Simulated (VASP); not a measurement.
## Os: relaxation of shape and atoms at fixed volume with PBE

Crystal: Os.

```xyz
1
Lattice="2.5573 0.0000 0.0000 -1.2786 2.2147 0.0000 0.0000 0.0000 2.4527" Properties=species:S:1:pos:R:3 pbc="T T T"
Os    0.0000    0.0000    0.0000
```

This isn't the form of Os at room conditions, which is hcp.

```yaml
Program: VASP 6.6.1
Task: relaxation of shape and atoms at fixed volume
Functional: PBE
Potentials_or_basis: VASP PAW PBE potentials, release 64 (Os)
Cutoff: 600 eV
k_mesh: 16 × 16 × 15
Occupations: fermi-dirac, width 0.05 eV
Spin: no spin polarisation
Dipole_correction: no
Further_INCAR_settings: ALGO = Normal; EDIFF = 1e-07; IBRION = 2; EDIFFG = -0.005; NSW = 50; ISIF = 4
```

```json
{"Energy gained by relaxing": "2.6 meV/atom", "Ionic steps": "4", "Pressure after relaxing": "53.8 GPa", "Band gap on the k mesh": "zero (bands 4 and 5 overlap by 5.53 eV)"}
```

Step by step:
| step | energy change (eV) | largest force (eV/Å) | pressure (GPa) | volume (Å³) |
| --- | --- | --- | --- | --- |
| 1 | 0.0000 | 0.0000 | 54.27 | 13.89 |
| 2 | 0.0037 | 0.0000 | 53.75 | 13.89 |
| 3 | -0.0026 | 0.0000 | 53.85 | 13.89 |
| 4 | -0.0026 | 0.0000 | 53.84 | 13.89 |

Final structure:
```
Os
1.0
     2.56753    0.00000    0.00000
    -1.28376    2.22354    0.00000
     0.00000    0.00000    2.43316
Os
1
Direct
  0.00000 0.00000 0.00000
```

Levels at points of the mesh, in eV from the Fermi level:
```
           k point  band 1  band 2  band 3  band 4  band 5  band 6  band 7  band 8
(0.00, 0.00, 0.00)  -10.83   -7.07   -2.95   -2.95    3.20    3.20   14.60   16.51
(0.50, 0.00, 0.00)   -7.92   -5.89   -0.88   -0.31    2.31    3.77    9.48   14.36
```

Run time: 45 s on 1 thread of Intel Xeon 8259CL, on a shared host, peak memory 0.16 GiB.

Caveat: spin-orbit coupling is left out, which moves the levels of the heavy elements.
